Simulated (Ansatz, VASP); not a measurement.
Given: the input of a run of VASP 6.6.1 on Ge.

Contents of INCAR:

```
ALGO = Normal ; EDIFF = 1E-7
ENCUT = 520 ; GGA = PE
ISIF = 2 ; ISMEAR = 0
LASPH = T ; LCHARG = F
LREAL = F ; LWAVE = F
NBANDS = 21 ; NELM = 80
PREC = Accurate ; SIGMA = 0.027000000000000003
```

The input KPOINTS:

```
k-points
0
Gamma
  10 10 6
```

Contents of POSCAR:

```
Ge
1.0
    1.4880529250     -2.5946896100      0.0000000000
    1.4880529250      2.5946896100      0.0000000000
    0.0000000000      0.0000000000      4.7275957900
Ge
2
Direct
    0.3334466300      0.6665533700      0.2500000000
    0.6665533700      0.3334466300      0.7500000000
```

Potentials or basis: VASP PAW PBE potentials, release 64 (Ge_d).

Launch:

```bash
$ cat potpaw_PBE.64/Ge_d/POTCAR > POTCAR
$ mpirun -np 1 vasp_std > vasp.out
```

**Question.** Translate it to Ansatz 0.2.0. Potentials there: Ansatz PAW.

**Answer.** As run (the cutoff follows the program's own potentials):

input.yaml

```yaml
crystal:
  lattice:
    - [1.488052925, -2.59468961, 0.0]
    - [1.488052925, 2.59468961, 0.0]
    - [0.0, 0.0, 4.72759579]
  atoms:
    - { symbol: Ge, position: [0.33344663, 0.66655337, 0.25] }
    - { symbol: Ge, position: [0.66655337, 0.33344663, 0.75] }
hamiltonian:
  xc: pbe
  pseudopotentials: { kind: paw }
kpoints:
  mp_grid: { grid: [10, 10, 6] }
scf:
  occupations: { method: gaussian, width: 0.027 }
output:
  forces: true
  stress: true
  eigenvalues: true
```

Potentials or basis: Ansatz PAW.

Command:

```console
$ ansatz run input.yaml --threads 2 --pin off --max-ram 5632MiB --backend cpu --events-out ev --progress --plain --runs-dir out
```

Both were run:

|  | VASP | Ansatz | Ansatz less VASP |
| --- | --- | --- | --- |
| gap on the k mesh at the Fermi level (eV) | none | none | - |
| pressure (GPa) | 4.4 | 4.3 | -0.04 |
| traceless stress, the component that is largest in VASP (GPa) | 1.21 | 1.21 | +0.001 |
| rms of the force components (eV/Å) | 0.006 | 0.006 | +0.0001 |

Atom by atom the forces differ by 0.000 eV/Å (rms over components). A gap of «none» marks a metal or a gap that the smearing closes. With one functional, cell and mesh, what is left measures potentials, basis and numerics.
